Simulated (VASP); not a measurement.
# SiC (P6_3mc) in VASP: a series of runs

The runs below take SiC through single point, with PBEsol.

All numbers are computed with VASP 6.6.1; they aren't measurements. Logs are shortened: lines on timing, memory, paths and dates and some standing lists are left out, and cuts for length are marked.

### 1 The cell of the first run

The structure is hexagonal, space group P6_3mc (No. 186). Conventional cell: a = 3.078 Å, b = 3.078 Å, c = 10.076 Å, α = 90.00°, β = 90.00°, γ = 120.00°. Within 2.5 Å of Si (site symmetry 3m) lie 4 C at 1.89 Å. Within 2.5 Å of Si (site symmetry 3m) lie 4 C at 1.88 to 1.89 Å. Within 2.5 Å of C (site symmetry 3m) lie 4 Si at 1.88 to 1.89 Å. C (site symmetry 3m) has 4 Si at 1.89 Å within 2.5 Å.

### 2 Single point, PBEsol

File INCAR:

```
ALGO = Normal
EDIFF = 1E-6
ENCUT = 520
GGA = PS
ISIF = 2
ISMEAR = 0
LASPH = True
LCHARG = False
LREAL = False
LWAVE = False
NBANDS = 26
NELM = 80
PREC = Accurate
SIGMA = 0.05
```

File KPOINTS:

```
k-points
0
Gamma
  12 12 4
```

File POSCAR:

```
SiC
1.0
    3.0780670649      0.0000000000      0.0000000000
   -1.5390335324      2.6656842728      0.0000000000
    0.0000000000      0.0000000000     10.0758090153
Si C
4 4
Direct
    0.6666666667      0.3333333333      0.9378278494
    0.3333333333      0.6666666667      0.4378278494
    0.0000000000      0.0000000000      0.6878973398
    0.0000000000      0.0000000000      0.1878973398
    0.6666666667      0.3333333333      0.7498191768
    0.3333333333      0.6666666667      0.2498191768
    0.0000000000      0.0000000000      0.5004546340
    0.0000000000      0.0000000000      0.0004546340
```

Potentials or basis: VASP PAW PBE potentials, release 64 (Si, C).

On the command line:

```bash
$ cat potpaw_PBE.64/Si/POTCAR potpaw_PBE.64/C/POTCAR > POTCAR
$ mpirun -np 1 vasp_std > vasp.out
```

OUTCAR:

```text
EDIFF = 1E-6
   ENCUT = 520
   GGA = PS
   ISIF = 2
   ISMEAR = 0
   LASPH = True
   LREAL = False
   NELM = 80
   PREC = Accurate

 ion  position               nearest neighbor table
   1  0.667  0.333  0.938-   8 1.89   8 1.89   8 1.89   5 1.89   3 3.08   3 3.08   3 3.08   4 3.08
                             4 3.08   4 3.08
   2  0.333  0.667  0.438-   7 1.89   7 1.89   7 1.89   6 1.89   4 3.08   4 3.08   4 3.08   3 3.08
                             3 3.08   3 3.08
   3  0.000  0.000  0.688-   5 1.88   5 1.88   5 1.88   7 1.89   1 3.08   1 3.08   1 3.08   2 3.08
                             2 3.08   2 3.08
   4  0.000  0.000  0.188-   6 1.88   6 1.88   6 1.88   8 1.89   2 3.08   2 3.08   2 3.08   1 3.08
                             1 3.08   1 3.08
   5  0.667  0.333  0.750-   3 1.88   3 1.88   3 1.88   1 1.89
   6  0.333  0.667  0.250-   4 1.88   4 1.88   4 1.88   2 1.89
   7  0.000  0.000  0.500-   2 1.89   2 1.89   2 1.89   3 1.89
   8  0.000  0.000  0.000-   1 1.89   1 1.89   1 1.89   4 1.89

  LATTYP: Found a hexagonal cell.
 ALAT       =     3.0780670649
 C/A-ratio  =     3.2734208849

  Lattice vectors:

 A1 = (   3.0780670649,   0.0000000000,   0.0000000000)
 A2 = (  -1.5390335324,   2.6656842728,   0.0000000000)
 A3 = (   0.0000000000,   0.0000000000,  10.0758090153)

Analysis of symmetry for initial positions (statically):
=====================================================================
 Subroutine PRICEL returns:
 Original cell was already a primitive cell.

 Routine SETGRP: Setting up the symmetry group for a
 hexagonal supercell.

 Subroutine GETGRP returns: Found 12 space group operations
 (whereof  6 operations were pure point group operations)
 out of a pool of 24 trial point group operations.

The static configuration has the point symmetry C_3v.
 The point group associated with its full space group is C_6v.

Analysis of symmetry for dynamics (positions and initial velocities):
=====================================================================
 Subroutine PRICEL returns:
 Original cell was already a primitive cell.

 Routine SETGRP: Setting up the symmetry group for a
 hexagonal supercell.

 Subroutine GETGRP returns: Found 12 space group operations
 (whereof  6 operations were pure point group operations)
 out of a pool of 24 trial point group operations.

The dynamic configuration has the point symmetry C_3v.
 The point group associated with its full space group is C_6v.

 Subroutine INISYM returns: Found 12 space group operations
 (whereof  6 operations are pure point group operations),
 and found     1 'primitive' translations

----------------------------------------------------------------------------------------

                                     Primitive cell

  volume of cell :      82.6736

  direct lattice vectors                    reciprocal lattice vectors
     3.078067065  0.000000000  0.000000000     0.324879211  0.187569100  0.000000000
    -1.539033532  2.665684273  0.000000000     0.000000000  0.375138200  0.000000000
     0.000000000  0.000000000 10.075809015     0.000000000  0.000000000  0.099247614

  length of vectors
     3.078067065  3.078067065 10.075809015     0.375138200  0.375138200  0.099247614

  position of ions in fractional coordinates (direct lattice)
     0.666666667  0.333333333  0.937827849
     0.333333333  0.666666667  0.437827849
     0.000000000  0.000000000  0.687897340
     0.000000000  0.000000000  0.187897340
     0.666666667  0.333333333  0.749819177
     0.333333333  0.666666667  0.249819177
     0.000000000  0.000000000  0.500454634
     0.000000000  0.000000000  0.000454634

  ion indices of the primitive-cell ions
   primitive index   ion index
                 1           1
                 2           2
                 3           3
                 4           4
                 5           5
                 6           6
                 7           7
                 8           8

----------------------------------------------------------------------------------------

 KPOINTS: k-points

Automatic generation of k-mesh.
 Grid dimensions read from file:
 generate k-points for:   12   12    4

 Generating k-lattice:

  Cartesian coordinates                     Fractional coordinates (reciprocal lattice)
     0.027073268  0.015630758  0.000000000     0.083333333  0.000000000  0.000000000
     0.000000000  0.031261517  0.000000000     0.000000000  0.083333333  0.000000000
     0.000000000  0.000000000  0.024811903     0.000000000  0.000000000  0.250000000

  Length of vectors
     0.031261517  0.031261517  0.024811903

  Shift w.r.t. Gamma in fractional coordinates (k-lattice)
     0.000000000  0.000000000  0.000000000

 Subroutine IBZKPT returns following result:
 ===========================================

 Found     57 irreducible k-points:

 Following reciprocal coordinates:
            Coordinates               Weight
  0.000000  0.000000  0.000000      1.000000
  0.083333 -0.000000  0.000000      6.000000
  0.166667 -0.000000  0.000000      6.000000
  0.250000 -0.000000  0.000000      6.000000
  0.333333 -0.000000  0.000000      6.000000
  0.416667 -0.000000  0.000000      6.000000
[... 16 lines left out ...]
  0.250000 -0.000000  0.250000     12.000000
  0.333333 -0.000000  0.250000     12.000000
 [... further k-points ...]
   k-points           NKPTS =     57   k-points in BZ     NKDIM =     57   number of bands    NBANDS=     26
   number of dos      NEDOS =    301   number of ions     NIONS =      8
   total plane-waves  NPLWV =  46080
   dimension x,y,z NGX =    24 NGY =   24 NGZ =   80
   dimension x,y,z NGXF=    48 NGYF=   48 NGZF=  160
   ions per type =               4   4
   NGX,Y,Z   is equivalent  to a cutoff of  12.96, 12.96, 13.20 a.u.
   NGXF,Y,Z  is equivalent  to a cutoff of  25.92, 25.92, 26.40 a.u.
 SYSTEM =  unknown system
   PREC   = accura    normal or accurate (medium, high low for compatibility)
   ISTART =      0    job   : 0-new  1-cont  2-samecut
   ICHARG =      2    charge: 1-file 2-atom 10-const
   ISPIN  =      1    spin polarized calculation?
   LNONCOLLINEAR =      F non collinear calculations
   LSORBIT =      F    spin-orbit coupling
   LASPH  =      T    aspherical Exc in radial PAW
   ENCUT  =  520.0 eV  38.22 Ry    6.18 a.u.   5.72  5.72 18.73*2*pi/ulx,y,z
   NELM   =     80;   NELMIN=  2; NELMDL= -5     # of ELM steps
   EDIFF  = 0.1E-05   stopping-criterion for ELM
   LREAL  =      F    real-space projection
   EDIFFG = 0.1E-04   stopping-criterion for IOM
   NSW    =      0    number of steps for IOM
   IBRION =     -1    ionic relax: 0-MD 1-quasi-New 2-CG
   NFREE  =      0    steps in history (QN), initial steepest desc. (CG)
   ISIF   =      2    stress and relaxation
   ISYM   =      2    0-nonsym 1-usesym 2-fastsym
   POTIM  = 0.5000    time-step for ionic-motion
   TEBEG  =    0.0;   TEEND  =   0.0 temperature during run
   PSTRESS=    0.0 pullay stress
   NELECT =      32.0000    total number of electrons
   NUPDOWN=      -1.0000    fix difference up-down
   EMIN   =  10.00;   EMAX   =-10.00  energy-range for DOS
   EFERMI =   0.00;   METHOD = LEGACY
   ISMEAR =     0;   SIGMA  =   0.05  broadening in eV -4-tet -1-fermi 0-gaus
   EFERMI_NEDOS =   21; number of points for ismear=-14 and -15
   IALGO  =     38    algorithm
   IMIX   =      4    mixing-type and parameters
     AMIX     =   0.40;   BMIX     =  1.00
     AMIX_MAG =   1.60;   BMIX_MAG =  1.00
  volume/ion in A,a.u.               =      10.33        69.74
  Fermi-wavevector in a.u.,A,eV,Ry     =   1.193079  2.254593 19.367047  1.423438
  Thomas-Fermi vector in A             =   2.329102
   LORBIT       =      0    0 simple, 1 ext, 2 COOP (PROOUT), +10 PAW based schemes
   GGA     = PS    functional components
   LHFCALC =     F    Hartree Fock is set to
   AEXX    =    0.0000 exact exchange contribution
   IVDW    =     0    specifies the selected vdW correction
   LEPSILON=     F    determine dielectric tensor
   LRPA    =     F    only Hartree local field effects (RPA)
 non-spin polarized calculation
 Gauss-broadening in eV      SIGMA  =   0.05
  energy-cutoff  :      520.00
  volume of cell :       82.67
 maximum number of plane-waves:      2256
 NGX is ok and might be reduce to    24
   NGX = 11   NGY = 11   NGZ = 37

 number of electron      32.0000001 magnetization

 Free energy of the ion-electron system (eV)
  ---------------------------------------------------
  ext. energy  EPLUGINS =         0.00000000
  ---------------------------------------------------
  free energy    TOTEN  =       -63.67160928 eV

  energy without entropy =      -63.67160928  energy(sigma->0) =      -63.67160928

 E-fermi :   8.3469     XC(G=0): -11.5069

 val. band max:        8.1366019460   @ k =   0.0000   0.0000   0.0000
 cond. band min:      10.2454874733   @ k =   0.5000  -0.0000   0.0000
 fundamental gap:      2.1088855273
 Fermi energy:         8.3469000144

 k-point     1 :       0.0000    0.0000    0.0000
  band No.  band energies     occupation
      1      -7.3738      2.00000
      2      -6.1895      2.00000
      3      -6.1535      2.00000
      4      -3.7650      2.00000
      5      -0.5442      2.00000
      6       3.7311      2.00000
[... 18 lines left out ...]
     25      15.4701      0.00000
     26      16.1215      0.00000

 k-point     2 :       0.0833   -0.0000    0.0000
  band No.  band energies     occupation
      1      -7.2526      2.00000
      2      -6.0722      2.00000
      3      -6.0357      2.00000
      4      -3.6624      2.00000
      5      -0.4323      2.00000
      6       3.7706      2.00000
[... 18 lines left out ...]
     25      15.5004      0.00000
[... 608 lines left out ...]
     25      16.8406      0.00000
     26      17.1166      0.00000

 k-point    24 :       0.3333   -0.0000    0.2500
  band No.  band energies     occupation
      1      -5.4362      2.00000
      2      -4.8722      2.00000
      3      -3.8231      2.00000
      4      -2.6530      2.00000
      5       0.8328      2.00000
      6       1.3619      2.00000
[... 18 lines left out ...]
     25      16.6768      0.00000
     26      17.3681      0.00000

 [... further k-points ...]

------------------------ aborting loop because EDIFF is reached ----------------------------------------

  FORCE on cell =-STRESS in cart. coord.  units (eV):
  Direction    XX          YY          ZZ          XY          YZ          ZX
  --------------------------------------------------------------------------------------
  -------------------------------------------------------------------------------------
  Total        0.1743364      0.1743364      0.1961539      0.0000000      0.0000000     -0.0000000
  in kB        3.3785626      3.3785626      3.8013761      0.0000000      0.0000000     -0.0000000
  external PRESSURE =       3.5195004 kB  Pullay stress =       0.0000000 kB

 VOLUME and BASIS-vectors are now :
 -----------------------------------------------------------------------------
  energy-cutoff  :      520.00
  volume of cell :       82.67
      direct lattice vectors                 reciprocal lattice vectors
     3.078067065  0.000000000  0.000000000     0.324879211  0.187569100  0.000000000
    -1.539033532  2.665684273  0.000000000     0.000000000  0.375138200  0.000000000
     0.000000000  0.000000000 10.075809015     0.000000000  0.000000000  0.099247614

 POSITION                                       TOTAL-FORCE (eV/Angst)
 -----------------------------------------------------------------------------------
      1.53903      0.88856      9.44937        -0.000000     -0.000000      0.003708
     -0.00000      1.77712      4.41147         0.000000      0.000000      0.003708
      0.00000      0.00000      6.93112         0.000000      0.000000      0.003555
      0.00000      0.00000      1.89322        -0.000000      0.000000      0.003555
      1.53903      0.88856      7.55503         0.000000      0.000000     -0.004476
     -0.00000      1.77712      2.51713         0.000000      0.000000     -0.004476
      0.00000      0.00000      5.04249        -0.000000      0.000000     -0.002787
      0.00000      0.00000      0.00458         0.000000      0.000000     -0.002787
 -----------------------------------------------------------------------------------
    total drift:                               -0.000000     -0.000000      0.000081

  FREE ENERGIE OF THE ION-ELECTRON SYSTEM (eV)
  ---------------------------------------------------
  free  energy   TOTEN  =       -63.6716092785 eV

  energy  without entropy=      -63.6716092785  energy(sigma->0) =      -63.67160928
```

Wall time 40 s (1 thread of Intel Xeon 6975P-C (Granite Rapids), shared host); peak memory 0.24 GiB.

What came out:

- Free energy: -63.6716 eV
- Pressure: 0.4 GPa
- Largest force: 0.004 eV/Å
- Band gap on the k mesh: 2.11 eV, indirect (least direct gap 3.23 eV)

Forces on the atoms (eV/Å):
```
Si   0.000  0.000  0.004
Si   0.000  0.000  0.004
Si   0.000  0.000  0.004
Si   0.000  0.000  0.004
C    0.000  0.000 -0.004
C    0.000  0.000 -0.004
C    0.000  0.000 -0.003
C    0.000  0.000 -0.003
```

Levels at points of the mesh, in eV from the valence-band top:
```
           k point  band 13  band 14  band 15  band 16  band 17  band 18  band 19  band 20
(0.00, 0.00, 0.00)    -0.59    -0.05     0.00     0.00     5.03     5.61     6.25     6.25
(0.50, 0.00, 0.00)    -2.38    -2.23    -1.59    -1.13     2.11     2.24     4.11     4.66
(0.00, 0.00, 0.50)    -0.21    -0.21    -0.21    -0.21     5.24     5.24     6.70     6.70
(0.50, 0.00, 0.50)    -2.53    -2.53    -1.56    -1.56     2.53     2.53     4.10     4.10
```

Caveat: the PAW data sets were made with another functional, which shifts forces and pressure a little.

[end of part 1 of 3]
